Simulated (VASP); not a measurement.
Input of a VASP 6.6.1 run:

Contents of INCAR:

```
PREC     = Accurate       # precision mode
ENCUT    = 600            # plane-wave cutoff, eV
EDIFF    = 1E-6           # SCF threshold, eV
ISMEAR   = 0              # smearing method
SIGMA    = 0.02           # smearing width, eV
LREAL    = F              # projectors in reciprocal space
LASPH    = T              # aspherical terms in the spheres
NELM     = 60             # most SCF steps
ALGO     = Normal         # electronic algorithm
ISIF     = 3              # what is computed and relaxed
LWAVE    = F              # write WAVECAR
LCHARG   = F              # write CHGCAR
GGA      = PS             # functional
IBRION   = 2              # ionic algorithm
NSW      = 100            # ionic steps
EDIFFG   = -0.002         # ionic threshold
```

The input KPOINTS:

```
regular mesh
0
Gamma
  12 12 8
```

The input POSCAR:

```
AlN
1.0
    3.1120000000      0.0000000000      0.0000000000
   -1.5560000000      2.6950710566      0.0000000000
    0.0000000000      0.0000000000      4.9820000000
Al N
2 2
Direct
    0.3333333333      0.6666666667      0.0000000000
    0.6666666667      0.3333333333      0.5000000000
    0.3333333333      0.6666666667      0.3820000000
    0.6666666667      0.3333333333      0.8820000000
```

Potentials or basis: VASP PAW PBE potentials, release 64 (Al, N).

Command:

```sh
$ cat potpaw_PBE.64/Al/POTCAR potpaw_PBE.64/N/POTCAR > POTCAR
$ mpirun -np 1 vasp_std > vasp.out
```

(1) What does it give for the band gap on the k mesh?

(2) What does it give for the space group after relaxing (to 0.1 Å)?

(3) Estimate the relaxed volume.

Answers

(1) 4.12 eV.

(2) P6_3mc (No. 186).

(3) 10.45 Å³/atom.

Caveat: the PAW data sets were made with another functional, which shifts forces and pressure a little.
